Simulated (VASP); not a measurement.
The system is Al2O3.

```xyz
5
Lattice="2.8843 0.0000 0.0000 -1.4422 2.4979 0.0000 0.0000 0.0000 9.3368" Properties=species:S:1:pos:R:3 pbc="T T T"
Al    0.0000    0.0000    1.4004
Al    0.0000    0.0000    7.9363
O     0.0000    1.6653    2.0757
O     1.4422    0.8326    0.0000
O     0.0000    1.6653    7.2610
```

```yaml
Program: VASP 6.6.1
Task: relaxation of cell and atoms
Functional: PBEsol
Potentials_or_basis: VASP PAW PBE potentials, release 64 (Al, O)
Cutoff: 600 eV
k_mesh: 4 × 4 × 2, shifted
Occupations: gaussian, width 0.01 eV
Spin: no spin polarisation
```

At the start: pressure -2.9 GPa; volume 13.45 Å³/atom.

Task: Where does the relaxation end?

Result: Over 39 steps the energy falls by 6.4 meV/atom and the volume is 11.02 Å³/atom (-18.1 %); space group P-6m2 (No. 187, to 0.05 Å).

Step by step:
```csv
step,energy change (eV),largest force (eV/Å),pressure (GPa),volume (Å³)
1,0.0000,0.1409,-2.92,67.27
2,-0.0011,0.3405,2.89,64.91
3,-0.0123,0.1660,-0.05,66.05
4,-0.0127,0.1624,-0.02,65.83
5,-0.0133,0.0178,-0.03,65.93
6,-0.0134,0.0170,-0.03,65.90
7,-0.0135,0.0132,0.00,65.83
8,-0.0137,0.0118,0.05,65.68
9,-0.0140,0.0099,0.16,65.38
10,-0.0139,0.0360,0.38,64.79
11,-0.0141,0.0196,0.25,65.14
12,-0.0141,0.0201,0.25,65.14
13,-0.0141,0.0205,0.24,65.12
14,-0.0142,0.0228,0.23,65.09
15,-0.0143,0.0269,0.21,65.04
16,-0.0146,0.0344,0.17,64.93
17,-0.0151,0.0497,0.09,64.72
18,-0.0160,0.0796,-0.08,64.29
19,-0.0175,0.1353,-0.38,63.42
20,-0.0199,0.2334,-0.91,61.69
21,-0.0201,0.2317,-0.91,61.61
22,-0.0208,0.2272,-0.91,61.34
23,-0.0222,0.2167,-0.89,60.81
24,-0.0250,0.1930,-0.82,59.75
25,-0.0297,0.1304,-0.54,57.63
26,-0.0281,0.0729,0.80,53.40
27,-0.0315,0.1310,0.16,56.11
28,-0.0310,0.1106,0.53,54.75
29,-0.0314,0.1194,0.40,55.25
30,-0.0313,0.1172,0.43,55.12
31,-0.0318,0.0606,0.33,55.01
32,-0.0319,0.0205,0.23,54.91
33,-0.0319,0.0217,0.21,54.90
34,-0.0320,0.0116,0.12,54.94
35,-0.0320,0.0293,-0.07,55.03
36,-0.0321,0.0163,-0.08,55.07
37,-0.0321,0.0146,-0.09,55.11
38,-0.0321,0.0143,-0.09,55.10
39,-0.0321,0.0086,0.00,55.09
```

Final structure:
```xyz
5
Lattice="2.8632 0.0000 0.0000 -1.4316 2.4796 0.0000 0.0000 0.0000 7.7592" Properties=species:S:1:pos:R:3 pbc="T T T"
Al   -1.4316    2.4796    1.3875
Al   -1.4316    2.4796    6.3717
O     0.0000    1.6531    2.0647
O     1.4316    0.8265    7.7592
O     0.0000    1.6531    5.6945
```

Caveat: the k points lie up to 0.63 Å⁻¹ apart in the final cell; the volume moved by over 15 % at a fixed basis, so the end points are rough; the PAW data sets were made with another functional, which shifts forces and pressure a little.
